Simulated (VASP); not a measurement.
Write the native input for VASP 6.6.1 that does the following.

```yaml
Task: single point
Functional: PBE
Potentials_or_basis: VASP PAW PBE potentials, release 64 (Ti_sv, B)
Cutoff: 520 eV
k_mesh: 28 × 12 × 1
Occupations: gaussian, width 0.1 eV
Spin: no spin polarisation
Dipole_correction: yes
Further_INCAR_settings: ALGO = Normal; EDIFF = 1e-06; NBANDS = 14
```

The structure of TiB lies in POSCAR:

```
TiB
1.0
    1.9957983501      0.0000000000      0.0000000000
    0.0000000000      4.5082534682      0.0000000000
    0.0000000000      0.0000000000     23.8000000000
Ti B
1 1
Direct
    0.5000000000      0.0000000000      0.2941176471
    0.5000000000      0.5000000000      0.2941176471
```

The cell was built from a structure type or drawn by symmetry, and may not be a known phase.

The input as run:

INCAR

```
SYSTEM = TiB
  ALGO = Normal
  DIPOL = 0.5 0.5 0.294
  EDIFF = 1E-6
  ENCUT = 520
  GGA = PE
  IDIPOL = 3
  ISIF = 2
  ISMEAR = 0
  LASPH = .True.
  LCHARG = .True.
  LDIPOL = .True.
  LELF = .True.
  LREAL = .False.
  LVACPOTAV = .True.
  LVHAR = .True.
  LWAVE = .False.
  NBANDS = 14
  NELM = 60
  PREC = Accurate
  SIGMA = 0.1
```

KPOINTS

```
k-points
0
Gamma
  28 12 1
  0 0 0
```

Potentials or basis: VASP PAW PBE potentials, release 64 (Ti_sv, B).

Command:

```bash
$ cat potpaw_PBE.64/Ti_sv/POTCAR potpaw_PBE.64/B/POTCAR > POTCAR
$ mpirun -np 1 vasp_std > vasp.out
```

It gave:

```
Band gap on the k mesh : zero (an odd number of electrons rules out a gap without spin polarisation)
```

Caveat: atoms lie so close that the PAW spheres overlap strongly, which falsifies energies and pressures.

It took 4.3 min on 1 thread of Intel(R) Xeon(R) 6975P-C (Granite Rapids), on a shared host, peak memory 0.52 GiB.
